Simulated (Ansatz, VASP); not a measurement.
**One calculation of MoS2, two programs**

The input INCAR:

```
  PREC = Accurate
  ENCUT = 600
  EDIFF = 1E-6
  ISMEAR = -1
  SIGMA = 0.05
  LREAL = F
  LASPH = T
  NELM = 80
  ALGO = Normal
  ISIF = 3
  LWAVE = F
  LCHARG = F
  IBRION = 2
  NSW = 80
  EDIFFG = -0.01
```

File KPOINTS:

```
Automatic mesh
0
Gamma
  6 6 5
```

File POSCAR:

```
MoS2
1.0
    3.1479925200     -1.9297820300      0.0000000000
    3.1479925200      1.9297820300      0.0000000000
   -0.0030992400      0.0000000000      4.4393295900
Mo S
1 2
Direct
    0.0000000000      0.0000000000      0.0000000000
    0.6879000000      0.6879000000      0.2889000000
    0.3121000000      0.3121000000      0.7111000000
```

Contents of input.yaml:

```yaml
crystal:
  lattice:
    - [3.14799252, -1.92978203, 0.0]
    - [3.14799252, 1.92978203, 0.0]
    - [-0.00309924, 0.0, 4.43932959]
  atoms:
    - { symbol: Mo, position: [0.0, 0.0, 0.0] }
    - { symbol: S, position: [0.6879, 0.6879, 0.2889] }
    - { symbol: S, position: [0.3121, 0.3121, 0.7111] }
kpoints:
  mp_grid: { grid: [6, 6, 5] }
scf:
  occupations: { method: fermi_dirac, width: 0.05 }
hamiltonian:
  xc: lda
  pseudopotentials: { kind: all_electron, lapw: { basis_error: 0.002 } }
output:
  forces: true
  stress: true
relax:
  f_tol: 0.01
  max_steps: 60
  cell: {}
```

Alike in both runs: task relaxation of cell and atoms; functional LDA; k mesh 6 × 6 × 5; occupations fermi-dirac, width 0.05 eV; no spin polarisation.

|  | VASP | Ansatz |
| --- | --- | --- |
| version | VASP 6.6.1 | Ansatz 0.2.0 |
| potentials or method | VASP PAW LDA potentials, release 64 (Mo_sv, S), cutoff 600 eV | all-electron LAPW, scalar-relativistic |

Ansatz gave:

```
relaxed volume (Å³/atom)                                     : 16.64
relaxed cell length with the largest relative difference (Å) : 5.795
```

Q: Which values does VASP return?

A: Relaxed volume (Å³/atom): 16.59; relaxed cell length with the largest relative difference (Å): 5.769.

LDA's correlation is that of Perdew and Zunger in VASP and of Perdew and Wang (1992) in Ansatz. Ansatz ran all-electron here, and VASP with PAW potentials.

Noted on Ansatz's run: the k mesh is thin for a metal, which can move the energy by tens of meV per atom.
